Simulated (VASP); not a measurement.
Set up this calculation in VASP 6.6.1, as the native input.

```
Task                   : relaxation of volume and atoms at fixed shape
Functional             : PBEsol
Potentials or basis    : VASP PAW PBE potentials, release 64 (Ga_d, Al, As)
Cutoff                 : 500 eV
k mesh                 : 1 × 1 × 1, shifted
Occupations            : fermi-dirac, width 0.05 eV
Spin                   : no spin polarisation
Dipole correction      : no
Further INCAR settings : LREAL = Auto; ALGO = Normal; EDIFF = 1e-07; ISYM = -1; IBRION = 2; EDIFFG = -0.03; NSW = 100; ISIF = 8
```

The structure of Al3Ga13As16 lies in POSCAR:

```
Al3Ga13As16
1.0
   11.3253570000      0.0000000000      0.0000000000
    0.0000000000     11.3253570000      0.0000000000
    0.0000000000      0.0000000000     11.3253570000
Ga Al As
26 6 32
Direct
    0.9982570000      0.0021570000      0.0014520000
    0.0018790000      0.0009260000      0.4989340000
    0.0010700000      0.4969160000      0.5002670000
    0.5012480000      0.9998650000      0.5014660000
    0.4974900000      0.4974230000      0.9996030000
    0.5008580000      0.4971350000      0.5025070000
    0.2477370000      0.2490890000      0.9966870000
    0.2474340000      0.2506800000      0.5007950000
    0.2521300000      0.7502100000      0.5015260000
    0.7478900000      0.2478380000      0.9964480000
    0.7525400000      0.2518770000      0.4966010000
    0.7491800000      0.7482650000      0.0022840000
    0.7518110000      0.7475520000      0.5016740000
    0.2499240000      0.9981420000      0.2518410000
    0.2513040000      0.0014560000      0.7517860000
    0.2501540000      0.4992140000      0.2474280000
    0.2506970000      0.4973720000      0.7505620000
    0.7513560000      0.9982020000      0.2489340000
    0.7487520000      0.4998370000      0.7487350000
    0.0015600000      0.2511000000      0.2520370000
    0.9993700000      0.2465540000      0.7481980000
    0.9990470000      0.7482400000      0.2536300000
    0.0030710000      0.7513050000      0.7527200000
    0.5008100000      0.2500440000      0.2519020000
    0.5005610000      0.2458090000      0.7497020000
    0.4985210000      0.7480780000      0.2487760000
    0.0004340000      0.5010570000      0.9978170000
    0.4998040000      0.9964930000      0.9997120000
    0.2502730000      0.7509550000      0.0030950000
    0.7505120000      0.0008180000      0.7527190000
    0.7515470000      0.4987550000      0.2503360000
    0.5002420000      0.7516130000      0.7517130000
    0.1253620000      0.1276460000      0.1274880000
    0.1228340000      0.1257570000      0.6252120000
    0.1224110000      0.6245450000      0.1237160000
    0.1222250000      0.6255590000      0.6252390000
    0.6239770000      0.1270950000      0.1236100000
    0.6276300000      0.1260380000      0.6249340000
    0.6230360000      0.6279480000      0.1271590000
    0.6249250000      0.6228110000      0.6276250000
    0.3756320000      0.3764120000      0.1304980000
    0.3778830000      0.3750560000      0.6225370000
    0.3776810000      0.8740050000      0.1261820000
    0.3741500000      0.8749900000      0.6234690000
    0.8742120000      0.3728150000      0.1237200000
    0.8733090000      0.3741750000      0.6231480000
    0.8760030000      0.8758150000      0.1250830000
    0.8759540000      0.8759710000      0.6253940000
    0.3758650000      0.1248640000      0.3771260000
    0.3739060000      0.1246840000      0.8760150000
    0.3776090000      0.6229710000      0.3738320000
    0.3788010000      0.6256960000      0.8743880000
    0.8742810000      0.1277460000      0.3767250000
    0.8783080000      0.1264520000      0.8752960000
    0.8755840000      0.6234610000      0.3732140000
    0.8754890000      0.6232430000      0.8734580000
    0.1215970000      0.3770290000      0.3741540000
    0.1228380000      0.3755020000      0.8745600000
    0.1250900000      0.8756930000      0.3761750000
    0.1238160000      0.8767460000      0.8766000000
    0.6267930000      0.3762430000      0.3788110000
    0.6243610000      0.3759890000      0.8741000000
    0.6210200000      0.8737970000      0.3772330000
    0.6253600000      0.8726760000      0.8737350000
```

One way to write it, as run:

INCAR

```
  PREC = Accurate
  ENCUT = 500
  EDIFF = 1E-7
  ISMEAR = -1
  SIGMA = 0.05
  LREAL = Auto
  LASPH = T
  NELM = 120
  ALGO = Normal
  ISIF = 8
  LWAVE = F
  LCHARG = F
  GGA = PS
  IBRION = 2
  NSW = 100
  EDIFFG = -0.03
  ISYM = -1
  GGA_COMPAT = F
  NELMIN = 4
  KPAR = 1
```

KPOINTS

```
explicit points
1
Reciprocal
  0.25000000   0.25000000   0.25000000 1
```

Potentials or basis: VASP PAW PBE potentials, release 64 (Ga_d, Al, As).

Run with:

```bash
$ cat potpaw_PBE.64/Ga_d/POTCAR potpaw_PBE.64/Al/POTCAR potpaw_PBE.64/As/POTCAR > POTCAR
$ mpirun -np 4 vasp_std > vasp.out
```

It gave:

| Quantity | Value |
| --- | --- |
| Relaxed volume | 22.75 Å³/atom |
| Relaxed cell | a = 11.333 Å, b = 11.333 Å, c = 11.333 Å, α = 90.00°, β = 90.00°, γ = 90.00° |
| Space group after relaxing (to 0.1 Å) | P1 (No. 1) |
| Energy gained by relaxing | 6.1 meV/atom |
| Ionic steps | 11 |
| Pressure after relaxing | 0.0 GPa |
| Largest force after relaxing | 0.029 eV/Å |
| Band gap on the k mesh | 1.41 eV |

Caveat: the PAW data sets were made with another functional, which shifts forces and pressure a little; a shifted mesh leaves out Γ, where band edges can lie.

Run time: 27 min on 4 MPI ranks on Intel(R) Xeon(R) 6975P-C (Granite Rapids), with other jobs on the host, peak memory 0.54 GiB a rank.
